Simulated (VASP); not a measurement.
# Sb (Im-3m) in VASP: a series of runs

The runs below take Sb through single point, with LDA.

Program: VASP 6.6.1. These are calculated values, not measurements. Logs are shortened: lines on timing, memory, paths and dates and some standing lists are left out, and cuts for length are marked.

**1. The cell of the first run**

The structure is cubic, space group Im-3m (No. 229). The conventional cell has a = 2.981 Å, b = 2.981 Å, c = 2.981 Å, α = 90.00°, β = 90.00°, γ = 90.00°. Within 3.4 Å of Sb (site symmetry m-3m) lie 14 Sb at 2.58 to 2.98 Å.

**2. Single point, LDA (volume scaled by 0.52)**

Input file INCAR:

```
SYSTEM = Sb
PREC     = Accurate       ! precision mode
ENCUT    = 520            ! plane-wave cutoff, eV
EDIFF    = 1E-6           ! SCF threshold, eV
ISMEAR   = -1             ! smearing method
SIGMA    = 0.08           ! smearing width, eV
LREAL    = .FALSE.        ! projectors in reciprocal space
LASPH    = .TRUE.         ! aspherical terms in the spheres
NELM     = 60             ! most SCF steps
ALGO     = Normal         ! electronic algorithm
ISIF     = 2              ! what is computed and relaxed
LWAVE    = .FALSE.        ! write WAVECAR
LCHARG   = .FALSE.        ! write CHGCAR
GGA      = CA             ! functional
NBANDS   = 8              ! bands
```

Input file KPOINTS:

```
Automatic mesh
0
G
  14 14 14
  0 0 0
```

Input file POSCAR:

```
Sb
1.0
   -1.4904551502      1.4904551502      1.4904551502
    1.4904551502     -1.4904551502      1.4904551502
    1.4904551502      1.4904551502     -1.4904551502
Sb
1
Direct
    0.0000000000      0.0000000000      0.0000000000
```

Potentials or basis: VASP PAW LDA potentials, release 64 (Sb).

Started as:

```sh
$ cat potpaw_LDA.64/Sb/POTCAR > POTCAR
$ mpirun -np 1 vasp_std > vasp.out
```

OUTCAR:

```text
SYSTEM = Sb
   PREC = Accurate
   ENCUT = 520
   EDIFF = 1E-6
   ISMEAR = -1
   LREAL = .FALSE.
   LASPH = .TRUE.
   NELM = 60
   ISIF = 2
   GGA = CA

 ion  position               nearest neighbor table
   1  0.000  0.000  0.000-

  LATTYP: Found a body centered cubic cell.
 ALAT       =     2.9809103004

  Lattice vectors:

 A1 = (  -1.4904551502,   1.4904551502,   1.4904551502)
 A2 = (   1.4904551502,  -1.4904551502,   1.4904551502)
 A3 = (   1.4904551502,   1.4904551502,  -1.4904551502)

Analysis of symmetry for initial positions (statically):
=====================================================================
 Subroutine PRICEL returns:
 Original cell was already a primitive cell.

 Routine SETGRP: Setting up the symmetry group for a
 body centered cubic supercell.

 Subroutine GETGRP returns: Found 48 space group operations
 (whereof 48 operations were pure point group operations)
 out of a pool of 48 trial point group operations.

The static configuration has the point symmetry O_h .

Analysis of symmetry for dynamics (positions and initial velocities):
=====================================================================
 Subroutine PRICEL returns:
 Original cell was already a primitive cell.

 Routine SETGRP: Setting up the symmetry group for a
 body centered cubic supercell.

 Subroutine GETGRP returns: Found 48 space group operations
 (whereof 48 operations were pure point group operations)
 out of a pool of 48 trial point group operations.

The dynamic configuration has the point symmetry O_h .

 Subroutine INISYM returns: Found 48 space group operations
 (whereof 48 operations are pure point group operations),
 and found     1 'primitive' translations

----------------------------------------------------------------------------------------

                                     Primitive cell

  volume of cell :      13.2439

  direct lattice vectors                    reciprocal lattice vectors
    -1.490455150  1.490455150  1.490455150     0.000000000  0.335467994  0.335467994
     1.490455150 -1.490455150  1.490455150     0.335467994  0.000000000  0.335467994
     1.490455150  1.490455150 -1.490455150     0.335467994  0.335467994  0.000000000

  length of vectors
     2.581544047  2.581544047  2.581544047     0.474423387  0.474423387  0.474423387

  position of ions in fractional coordinates (direct lattice)
     0.000000000  0.000000000  0.000000000

  ion indices of the primitive-cell ions
   primitive index   ion index
                 1           1

----------------------------------------------------------------------------------------

 KPOINTS: Automatic mesh

Automatic generation of k-mesh.
 Grid dimensions read from file:
 generate k-points for:   14   14   14

 Generating k-lattice:

  Cartesian coordinates                     Fractional coordinates (reciprocal lattice)
     0.000000000  0.023962000  0.023962000     0.071428571  0.000000000  0.000000000
     0.023962000  0.000000000  0.023962000     0.000000000  0.071428571  0.000000000
     0.023962000  0.023962000  0.000000000     0.000000000  0.000000000  0.071428571

  Length of vectors
     0.033887385  0.033887385  0.033887385

  Shift w.r.t. Gamma in fractional coordinates (k-lattice)
     0.000000000  0.000000000  0.000000000

 Subroutine IBZKPT returns following result:
 ===========================================

 Found    104 irreducible k-points:

 Following reciprocal coordinates:
            Coordinates               Weight
  0.000000  0.000000  0.000000      1.000000
  0.071429  0.000000  0.000000     12.000000
  0.142857  0.000000  0.000000     12.000000
  0.214286  0.000000  0.000000     12.000000
  0.285714  0.000000  0.000000     12.000000
  0.357143  0.000000  0.000000     12.000000
[... 16 lines left out ...]
  0.285714  0.285714  0.000000     24.000000
  0.357143  0.285714 -0.000000     24.000000
 [... further k-points ...]
   k-points           NKPTS =    104   k-points in BZ     NKDIM =    104   number of bands    NBANDS=      8
   number of dos      NEDOS =    301   number of ions     NIONS =      1
   total plane-waves  NPLWV =   8000
   dimension x,y,z NGX =    20 NGY =   20 NGZ =   20
   dimension x,y,z NGXF=    40 NGYF=   40 NGZF=   40
   ions per type =               1
   NGX,Y,Z   is equivalent  to a cutoff of  12.88, 12.88, 12.88 a.u.
   NGXF,Y,Z  is equivalent  to a cutoff of  25.76, 25.76, 25.76 a.u.
 SYSTEM =  Sb
   PREC   = accura    normal or accurate (medium, high low for compatibility)
   ISTART =      0    job   : 0-new  1-cont  2-samecut
   ICHARG =      2    charge: 1-file 2-atom 10-const
   ISPIN  =      1    spin polarized calculation?
   LNONCOLLINEAR =      F non collinear calculations
   LSORBIT =      F    spin-orbit coupling
   LASPH  =      T    aspherical Exc in radial PAW
   ENCUT  =  520.0 eV  38.22 Ry    6.18 a.u.   4.80  4.80  4.80*2*pi/ulx,y,z
   NELM   =     60;   NELMIN=  2; NELMDL= -5     # of ELM steps
   EDIFF  = 0.1E-05   stopping-criterion for ELM
   LREAL  =      F    real-space projection
[... 7 lines left out ...]
   TEBEG  =    0.0;   TEEND  =   0.0 temperature during run
   PSTRESS=    0.0 pullay stress
   NELECT =       5.0000    total number of electrons
   NUPDOWN=      -1.0000    fix difference up-down
   EMIN   =  10.00;   EMAX   =-10.00  energy-range for DOS
   EFERMI =   0.00;   METHOD = LEGACY
   ISMEAR =    -1;   SIGMA  =   0.08  broadening in eV -4-tet -1-fermi 0-gaus
   EFERMI_NEDOS =   21; number of points for ismear=-14 and -15
   IALGO  =     38    algorithm
   IMIX   =      4    mixing-type and parameters
     AMIX     =   0.40;   BMIX     =  1.00
     AMIX_MAG =   1.60;   BMIX_MAG =  1.00
  volume/ion in A,a.u.               =      13.24        89.37
  Fermi-wavevector in a.u.,A,eV,Ry     =   1.183203  2.235929 19.047739  1.399969
  Thomas-Fermi vector in A             =   2.319442
   LORBIT       =      0    0 simple, 1 ext, 2 COOP (PROOUT), +10 PAW based schemes
   GGA     = CA    functional components
   LHFCALC =     F    Hartree Fock is set to
   AEXX    =    0.0000 exact exchange contribution
   IVDW    =     0    specifies the selected vdW correction
   LEPSILON=     F    determine dielectric tensor
   LRPA    =     F    only Hartree local field effects (RPA)
 non-spin polarized calculation
  energy-cutoff  :      520.00
  volume of cell :       13.24
 maximum number of plane-waves:       370
   NGX =  9   NGY =  9   NGZ =  9

 number of electron       4.9999999 magnetization

 Free energy of the ion-electron system (eV)
  ---------------------------------------------------
  ext. energy  EPLUGINS =         0.00000000
  ---------------------------------------------------
  free energy    TOTEN  =        -0.09822273 eV

  energy without entropy =       -0.09129356  energy(sigma->0) =       -0.09475814

 E-fermi :  21.9540     XC(G=0): -13.7013

 val. band max:       21.8964642616   @ k =  -0.3571   0.3571   0.2143
 cond. band min:      22.0227319669   @ k =  -0.4286   0.4286   0.4286
 fundamental gap:      0.1262677054
 Fermi energy:        21.9540206854

 k-point     1 :       0.0000    0.0000    0.0000
  band No.  band energies     occupation
      1       0.4994      2.00000
      2      32.6727      0.00000
      3      32.6727      0.00000
      4      32.6727      0.00000
      5      34.5236      0.00000
      6      34.5236      0.00000
      7      34.5236      0.00000
      8      35.1747      0.00000

 k-point     2 :       0.0714    0.0000    0.0000
  band No.  band energies     occupation
      1       0.6932      2.00000
      2      30.8999      0.00000
      3      32.1353      0.00000
      4      32.2774      0.00000
      5      33.0076      0.00000
      6      33.5943      0.00000
      7      34.4196      0.00000
      8      35.3563      0.00000

 k-point     3 :       0.1429    0.0000    0.0000
  band No.  band energies     occupation
      1       1.2769      2.00000
      2      27.5529      0.00000
      3      30.9502      0.00000
      4      31.1381      0.00000
      5      31.3591      0.00000
      6      32.8259      0.00000
      7      34.6436      0.00000
      8      36.1350      0.00000

 k-point     4 :       0.2143    0.0000    0.0000
  band No.  band energies     occupation
      1       2.2564      2.00000
      2      23.8472      0.00000
      3      29.2944      0.00000
      4      29.4222      0.00000
      5      30.7194      0.00000
      6      32.2404      0.00000
      7      35.5616      0.00000
      8      36.5679      0.00000

 k-point     5 :       0.2857    0.0000    0.0000
  band No.  band energies     occupation
      1       3.6387      2.00000
      2      20.1181      2.00000
      3      27.6342      0.00000
      4      28.0886      0.00000
      5      30.2433      0.00000
      6      31.8531      0.00000
      7      36.7719      0.00000
      8      37.0732      0.00000
[... 177 lines left out ...]
 k-point    22 :       0.3571    0.2143   -0.0000
  band No.  band energies     occupation
      1      10.2198      2.00000
      2      12.9779      2.00000
      3      18.2631      2.00000
      4      25.3524      0.00000
      5      32.4011      0.00000
      6      35.5625      0.00000
      7      37.1373      0.00000
      8      38.7632      0.00000

 k-point    23 :       0.2857    0.2857    0.0000
  band No.  band energies     occupation
      1      10.0234      2.00000
      2      15.1580      2.00000
      3      15.8067      2.00000
      4      25.2934      0.00000
      5      33.3060      0.00000
      6      34.5460      0.00000
      7      37.6482      0.00000
      8      39.9763      0.00000

 k-point    24 :       0.3571    0.2857   -0.0000
  band No.  band energies     occupation
      1      12.5142      2.00000
      2      12.6314      2.00000
      3      15.3055      2.00000
      4      25.1571      0.00000
      5      33.5725      0.00000
      6      34.8202      0.00000
      7      37.0128      0.00000
      8      40.1062      0.00000

 [... further k-points ...]
[... 5 lines left out ...]
  --------------------------------------------------------------------------------------
  -------------------------------------------------------------------------------------
  Total       18.1888422     18.1888422     18.1888422     -0.0000000     -0.0000000      0.0000000
  in kB     2200.3861818   2200.3861818   2200.3861818     -0.0000000     -0.0000000      0.0000000
  external PRESSURE =    2200.3861818 kB  Pullay stress =       0.0000000 kB

 VOLUME and BASIS-vectors are now :
 -----------------------------------------------------------------------------
  energy-cutoff  :      520.00
  volume of cell :       13.24
      direct lattice vectors                 reciprocal lattice vectors
    -1.490455150  1.490455150  1.490455150     0.000000000  0.335467994  0.335467994
     1.490455150 -1.490455150  1.490455150     0.335467994  0.000000000  0.335467994
     1.490455150  1.490455150 -1.490455150     0.335467994  0.335467994  0.000000000

 POSITION                                       TOTAL-FORCE (eV/Angst)
 -----------------------------------------------------------------------------------
      0.00000      0.00000      0.00000         0.000000      0.000000      0.000000
 -----------------------------------------------------------------------------------
    total drift:                               -0.000000      0.000000     -0.000000

  FREE ENERGIE OF THE ION-ELECTRON SYSTEM (eV)
  ---------------------------------------------------
  free  energy   TOTEN  =        -0.0982227298 eV

  energy  without entropy=       -0.0912935575  energy(sigma->0) =       -0.09475814
```

It took 8.5 s on 1 thread of AMD EPYC 7R13 (Zen 3), shared host; peak memory 0.09 GiB.

What came out:

- Free energy: -0.0982 eV
- Pressure: 220.0 GPa

Caveat: spin-orbit coupling is left out, which moves the levels of the heavy elements.

**3. Single point, LDA (volume scaled by 0.6)**

Input file INCAR:

```
ALGO = Normal ; EDIFF = 1E-6
ENCUT = 520 ; GGA = CA
ISIF = 2 ; ISMEAR = -1
LASPH = True ; LCHARG = False
LREAL = False ; LWAVE = False
NBANDS = 8 ; NELM = 100
PREC = Accurate ; SIGMA = 0.08
```

Input file KPOINTS:

```
k-points
0
Gamma
  14 14 14
```

Input file POSCAR:

```
Sb
1.0
   -1.5632731941      1.5632731941      1.5632731941
    1.5632731941     -1.5632731941      1.5632731941
    1.5632731941      1.5632731941     -1.5632731941
Sb
1
Direct
    0.0000000000      0.0000000000      0.0000000000
```

Potentials or basis: VASP PAW LDA potentials, release 64 (Sb).

Started as:

```sh
$ cat potpaw_LDA.64/Sb/POTCAR > POTCAR
$ mpirun -np 1 vasp_std > vasp.out
```

OUTCAR:

```text
EDIFF = 1E-6
   ENCUT = 520
   GGA = CA
   ISIF = 2
   ISMEAR = -1
   LASPH = True
   LREAL = False
   NELM = 100
   PREC = Accurate

 ion  position               nearest neighbor table
   1  0.000  0.000  0.000-

  LATTYP: Found a body centered cubic cell.
 ALAT       =     3.1265463882

  Lattice vectors:

 A1 = (  -1.5632731941,   1.5632731941,   1.5632731941)
 A2 = (   1.5632731941,  -1.5632731941,   1.5632731941)
 A3 = (   1.5632731941,   1.5632731941,  -1.5632731941)

Analysis of symmetry for initial positions (statically):
=====================================================================
 Subroutine PRICEL returns:
 Original cell was already a primitive cell.

 Routine SETGRP: Setting up the symmetry group for a
 body centered cubic supercell.

 Subroutine GETGRP returns: Found 48 space group operations
 (whereof 48 operations were pure point group operations)
 out of a pool of 48 trial point group operations.

The static configuration has the point symmetry O_h .

Analysis of symmetry for dynamics (positions and initial velocities):
=====================================================================
 Subroutine PRICEL returns:
 Original cell was already a primitive cell.

 Routine SETGRP: Setting up the symmetry group for a
 body centered cubic supercell.

 Subroutine GETGRP returns: Found 48 space group operations
 (whereof 48 operations were pure point group operations)
 out of a pool of 48 trial point group operations.

The dynamic configuration has the point symmetry O_h .

 Subroutine INISYM returns: Found 48 space group operations
 (whereof 48 operations are pure point group operations),
 and found     1 'primitive' translations

----------------------------------------------------------------------------------------

                                     Primitive cell

  volume of cell :      15.2815

[... 100 lines left out ...]
   EFERMI =   0.00;   METHOD = LEGACY
   ISMEAR =    -1;   SIGMA  =   0.08  broadening in eV -4-tet -1-fermi 0-gaus
   EFERMI_NEDOS =   21; number of points for ismear=-14 and -15
   IALGO  =     38    algorithm
   IMIX   =      4    mixing-type and parameters
     AMIX     =   0.40;   BMIX     =  1.00
     AMIX_MAG =   1.60;   BMIX_MAG =  1.00
  volume/ion in A,a.u.               =      15.28       103.12
  Fermi-wavevector in a.u.,A,eV,Ry     =   1.128089  2.131779 17.314561  1.272584
  Thomas-Fermi vector in A             =   2.264777
   LORBIT       =      0    0 simple, 1 ext, 2 COOP (PROOUT), +10 PAW based schemes
   GGA     = CA    functional components
   LHFCALC =     F    Hartree Fock is set to
   AEXX    =    0.0000 exact exchange contribution
   IVDW    =     0    specifies the selected vdW correction
   LEPSILON=     F    determine dielectric tensor
   LRPA    =     F    only Hartree local field effects (RPA)
 non-spin polarized calculation
  energy-cutoff  :      520.00
  volume of cell :       15.28
 maximum number of plane-waves:       422
   NGX =  9   NGY =  9   NGZ =  9

 number of electron       4.9999999 magnetization

 Free energy of the ion-electron system (eV)
  ---------------------------------------------------
  ext. energy  EPLUGINS =         0.00000000
  ---------------------------------------------------
  free energy    TOTEN  =        -2.21379056 eV

  energy without entropy =       -2.20488832  energy(sigma->0) =       -2.20933944

 E-fermi :  18.4398     XC(G=0): -12.9830

 val. band max:       18.4300647143   @ k =  -0.3571   0.3571   0.2143
 cond. band min:      18.4825642088   @ k =   0.1429   0.1429   0.0714
 fundamental gap:      0.0524994945
 Fermi energy:        18.4397925466

 k-point     1 :       0.0000    0.0000    0.0000
  band No.  band energies     occupation
      1      -0.7701      2.00000
      2      29.6074      0.00000
      3      29.6074      0.00000
      4      29.6074      0.00000
      5      29.7421      0.00000
      6      29.7421      0.00000
      7      29.7421      0.00000
      8      30.5702      0.00000
[... 243 lines left out ...]
 k-point    24 :       0.3571    0.2857   -0.0000
  band No.  band energies     occupation
      1       9.4649      2.00000
      2      10.3768      2.00000
      3      12.5673      2.00000
      4      21.5099      0.00000
      5      29.8856      0.00000
      6      31.1637      0.00000
      7      32.2523      0.00000
      8      35.8605      0.00000

 [... further k-points ...]
[... 5 lines left out ...]
  --------------------------------------------------------------------------------------
  -------------------------------------------------------------------------------------
  Total       11.6696939     11.6696939     11.6696939     -0.0000000     -0.0000000      0.0000000
  in kB     1223.5040550   1223.5040550   1223.5040550     -0.0000000     -0.0000000      0.0000000
  external PRESSURE =    1223.5040550 kB  Pullay stress =       0.0000000 kB

 VOLUME and BASIS-vectors are now :
 -----------------------------------------------------------------------------
  energy-cutoff  :      520.00
  volume of cell :       15.28
      direct lattice vectors                 reciprocal lattice vectors
    -1.563273194  1.563273194  1.563273194     0.000000000  0.319841728  0.319841728
     1.563273194 -1.563273194  1.563273194     0.319841728  0.000000000  0.319841728
     1.563273194  1.563273194 -1.563273194     0.319841728  0.319841728  0.000000000

 POSITION                                       TOTAL-FORCE (eV/Angst)
 -----------------------------------------------------------------------------------
      0.00000      0.00000      0.00000         0.000000     -0.000000      0.000000
 -----------------------------------------------------------------------------------
    total drift:                               -0.000000      0.000000      0.000000

  FREE ENERGIE OF THE ION-ELECTRON SYSTEM (eV)
  ---------------------------------------------------
  free  energy   TOTEN  =        -2.2137905568 eV

  energy  without entropy=       -2.2048883151  energy(sigma->0) =       -2.20933944
```

OSZICAR:

```text
N       E                     dE             d eps       ncg     rms          rms(c)
DAV:   1     0.812960595205E+01    0.81296E+01   -0.19100E+03  1776   0.438E+02
DAV:   2    -0.219887809168E+01   -0.10328E+02   -0.10039E+02  2176   0.646E+01
DAV:   3    -0.228944608480E+01   -0.90568E-01   -0.90393E-01  2024   0.680E+00
DAV:   4    -0.228965282899E+01   -0.20674E-03   -0.20674E-03  2480   0.374E-01
DAV:   5    -0.228965306662E+01   -0.23764E-06   -0.23704E-06  2056   0.836E-03    0.541E+00
DAV:   6    -0.224021323330E+01    0.49440E-01   -0.45660E-03  2208   0.472E-01    0.335E+00
DAV:   7    -0.221407795238E+01    0.26135E-01   -0.88721E-03  2248   0.671E-01    0.667E-02
DAV:   8    -0.221379003999E+01    0.28791E-03   -0.48650E-04  1904   0.140E-01    0.154E-02
DAV:   9    -0.221379055681E+01   -0.51682E-06   -0.35967E-06  2496   0.134E-02
   1 F= -.22137906E+01 E0= -.22093394E+01  d E =-.890224E-02
```

Run time: 7.4 s. Hardware: 1 thread of AMD EPYC 7R13 (Zen 3), shared host; peak memory 0.09 GiB.

What came out:

* Free energy: -2.2138 eV
* Pressure: 122.4 GPa

Caveat: spin-orbit coupling is left out, which moves the levels of the heavy elements.
